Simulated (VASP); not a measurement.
SiC (Moissanite):

```
CELL_PARAMETERS angstrom
3.09199 0.00000 0.00000
-1.54599 2.67774 0.00000
0.00000 0.00000 5.07376
ATOMIC_POSITIONS crystal
Si 0.33333 0.66667 0.00456
Si 0.66667 0.33333 0.50456
C 0.33333 0.66667 0.38044
C 0.66667 0.33333 0.88044
```

| Item | Value |
| --- | --- |
| Program | VASP 6.6.1 |
| Task | relaxation of cell and atoms |
| Functional | PBE |
| Dispersion | D3(BJ) |
| Potentials or basis | VASP PAW PBE potentials, release 64 (Si, C) |
| Cutoff | 600 eV |
| k mesh | 12 × 12 × 6 |
| Occupations | gaussian, width 0.02 eV |
| Spin | no spin polarisation |

At the start: pressure -4.7 GPa; volume 10.50 Å³/atom.

Problem. How do energy, volume and symmetry change on relaxing?

Solution. Over 6 steps the energy falls by 3.5 meV/atom and the volume is 10.27 Å³/atom (-2.2 %); space group P6_3mc (No. 186, to 0.05 Å).

The path:
| step | energy change (eV) | largest force (eV/Å) | pressure (GPa) | volume (Å³) |
| --- | --- | --- | --- | --- |
| 1 | 0.0000 | 0.0027 | -4.70 | 42.01 |
| 2 | 0.0011 | 0.0095 | 5.30 | 40.16 |
| 3 | -0.0138 | 0.0059 | 0.00 | 41.09 |
| 4 | -0.0138 | 0.0060 | 0.09 | 41.07 |
| 5 | -0.0138 | 0.0066 | -0.08 | 41.10 |
| 6 | -0.0138 | 0.0004 | 0.00 | 41.09 |

Final structure:
```cif
data_structure
_symmetry_space_group_name_H-M 'P 1'
_symmetry_Int_Tables_number 1
_cell_length_a 3.0692
_cell_length_b 3.0692
_cell_length_c 5.0365
_cell_angle_alpha 90.000
_cell_angle_beta 90.000
_cell_angle_gamma 120.000
_cell_volume 41.09
loop_
_atom_site_label
_atom_site_type_symbol
_atom_site_fract_x
_atom_site_fract_y
_atom_site_fract_z
_atom_site_occupancy
Si1 Si 0.33333 0.66667 0.00460 1
Si2 Si 0.66667 0.33333 0.50460 1
C1 C 0.33333 0.66667 0.38040 1
C2 C 0.66667 0.33333 0.88040 1
```
